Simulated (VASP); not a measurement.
K, 1 atom in the cell. Symmetry: Im-3m, No. 229, cubic system. The conventional cell has a = 5.295 Å, b = 5.295 Å, c = 5.295 Å, α = 90.00°, β = 90.00°, γ = 90.00°. 

* Program: VASP 6.6.1
* Task: single point
* Functional: PBE
* Potentials or basis: VASP PAW PBE potentials, release 64 (K_sv)
* Cutoff: 500 eV
* k mesh: 6 × 6 × 6
* Occupations: fermi-dirac, width 0.1 eV
* Spin: no spin polarisation
* Dipole correction: no
* Further INCAR settings: ALGO = Normal; EDIFF = 1e-06; NBANDS = 10

Potentials or basis: VASP PAW PBE potentials, release 64 (K_sv).

Launch:

```console
$ cat potpaw_PBE.64/K_sv/POTCAR > POTCAR
$ mpirun -np 1 vasp_std > vasp.out
```

Hardware: 1 thread of AMD EPYC 7R43 64-Core Processor (Zen 3) (shared host).

**Question.** How long does it take, and how much memory?

**Answer.** Wall time 27 s on 1 thread of AMD EPYC 7R43 64-Core Processor (Zen 3) (shared host), peak memory 0.16 GiB. Counts: scf iterations 10, k points 16.
